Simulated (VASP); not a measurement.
Crystal: KF.

```
CELL_PARAMETERS angstrom
0.00000 2.67185 2.67185
2.67185 0.00000 2.67185
2.67185 2.67185 0.00000
ATOMIC_POSITIONS crystal
K 0.00000 0.00000 0.00000
F 0.50000 0.50000 0.50000
```

- Program: VASP 6.6.1
- Task: relaxation of cell and atoms
- Functional: LDA
- Potentials or basis: VASP PAW LDA potentials, release 64 (K_sv, F)
- Cutoff: 600 eV
- k mesh: 8 × 8 × 8
- Occupations: gaussian, width 0.01 eV
- Spin: no spin polarisation

At the start: pressure -3.4 GPa; volume 19.07 Å³/atom.

Task: Where does the relaxation end?

Result: Over 3 steps the energy falls by 21.8 meV/atom and the volume is 17.30 Å³/atom (-9.3 %); space group Fm-3m (No. 225, to 0.1 Å) before and after.

The path:
| step | energy change (eV) | largest force (eV/Å) | pressure (GPa) | volume (Å³) |
| --- | --- | --- | --- | --- |
| 1 | 0.0000 | 0.0000 | -3.44 | 38.15 |
| 2 | -0.0360 | 0.0000 | -1.64 | 35.93 |
| 3 | -0.0436 | 0.0000 | -0.12 | 34.59 |

Final structure:
```
K F
1.0
     0.00000    2.58611    2.58611
     2.58611    0.00000    2.58611
     2.58611    2.58611    0.00000
K F
1 1
Cartesian
  0.0000 0.0000 0.0000
  2.5861 2.5861 2.5861
```
